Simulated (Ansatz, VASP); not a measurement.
MgS in VASP and in Ansatz

INCAR

```
PREC     = Accurate       # precision mode
ENCUT    = 600            # plane-wave cutoff, eV
EDIFF    = 1E-6           # SCF threshold, eV
ISMEAR   = 0              # smearing method
SIGMA    = 0.02           # smearing width, eV
LREAL    = F              # projectors in reciprocal space
LASPH    = T              # aspherical terms in the spheres
NELM     = 120            # most SCF steps
ALGO     = Normal         # electronic algorithm
ISIF     = 2              # what is computed and relaxed
LWAVE    = F              # write WAVECAR
LCHARG   = F              # write CHGCAR
GGA      = PS             # functional
NBANDS   = 11             # bands
GGA_COMPAT= F
```

KPOINTS

```
regular mesh
0
Gamma
  4 4 4
```

Contents of POSCAR:

```
MgS
1.0
    0.0000000000      2.6016500000      2.6016500000
    2.6016500000      0.0000000000      2.6016500000
    2.6016500000      2.6016500000      0.0000000000
Mg S
1 1
Direct
    0.0058623270     -0.0027196960     -0.0017732086
    0.4955557122      0.5020618285      0.5013442870
```

Input for Ansatz:

```yaml
crystal:
  lattice:
    - [0.0, 2.60165, 2.60165]
    - [2.60165, 0.0, 2.60165]
    - [2.60165, 2.60165, 0.0]
  atoms:
    - { symbol: Mg, position: [0.00586232695331307, -0.0027196960057882516, -0.001773208605657794] }
    - { symbol: S, position: [0.4955557121645343, 0.5020618284812072, 0.5013442870075616] }
kpoints:
  mp_grid:
    grid: [4, 4, 4]
hamiltonian:
  xc: pbesol
scf:
  occupations:
    method: gaussian
    width: 0.02
output:
  forces: true
```

Alike in both runs: task single point; functional PBEsol; k mesh 4 × 4 × 4; occupations gaussian, width 0.02 eV; no spin polarisation.

```csv
,VASP,Ansatz
version,VASP 6.6.1,Ansatz 0.2.0
potentials or method,"VASP PAW PBE potentials, release 64 (Mg, S)","plane waves, PAW"
plane-wave cutoff (eV),600,420
valence electrons in the cell,8,16
```

```tsv
	VASP	Ansatz	Ansatz less VASP
rms of the force components (eV/Å)	0.049	0.049	-0.0001
```

VASP's potentials were made for PBE, not for PBEsol. Atom by atom the forces differ by 0.000 eV/Å (rms over components). VASP's potentials hold 8 valence electrons a cell and Ansatz's 16, so a difference there can come from the potentials and not from the codes.

The k mesh is coarse, so the values compare programs but aren't converged.
